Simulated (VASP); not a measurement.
## HfH3: single point with PBEsol

Crystal: HfH3.

```
CELL_PARAMETERS angstrom
3.09480 0.00000 0.00000
0.00000 3.09480 0.00000
0.00000 0.00000 3.09480
ATOMIC_POSITIONS crystal
Hf 0.00000 0.00000 0.00000
H 0.00000 0.50000 0.50000
H 0.50000 0.00000 0.50000
H 0.50000 0.50000 0.00000
```

```yaml
Program: VASP 6.6.1
Task: single point
Functional: PBEsol
Potentials_or_basis: VASP PAW PBE potentials, release 64 (Hf_pv, H)
Cutoff: 520 eV
k_mesh: 8 × 8 × 8
Occupations: fermi-dirac, width 0.05 eV
Spin: no spin polarisation
Dipole_correction: no
Further_INCAR_settings: ALGO = Normal; EDIFF = 1e-06; NBANDS = 14
```

| Property | Result |
| --- | --- |
| Pressure | -6.2 GPa |

Levels at points of the mesh, in eV from the Fermi level:
| k point | band 2 | band 3 | band 4 | band 5 | band 6 | band 7 | band 8 | band 9 | band 10 | band 11 |
| --- | --- | --- | --- | --- | --- | --- | --- | --- | --- | --- |
| (0.00, 0.00, 0.00) | -30.86 | -30.86 | -11.42 | -4.36 | -4.36 | 4.45 | 4.45 | 4.45 | 6.32 | 6.32 |
| (0.50, 0.00, 0.00) | -30.81 | -30.81 | -7.68 | -6.99 | -1.48 | 0.04 | 1.13 | 1.13 | 4.78 | 6.56 |
| (0.50, 0.50, 0.00) | -31.37 | -30.75 | -7.21 | -3.93 | -3.93 | -2.28 | 1.87 | 1.87 | 6.38 | 8.46 |
| (0.50, 0.50, 0.50) | -31.28 | -31.28 | -6.17 | -6.17 | -6.17 | 3.37 | 5.46 | 5.46 | 5.46 | 6.65 |

Run time: 8.7 s on 1 thread of Intel(R) Xeon(R) Platinum 8259CL CPU @ 2.50GHz (Skylake/Cascade Lake), on a shared host, peak memory 0.14 GiB.

Caveat: the PAW data sets were made with another functional, which shifts forces and pressure a little; spin-orbit coupling is left out, which moves the levels of the heavy elements.
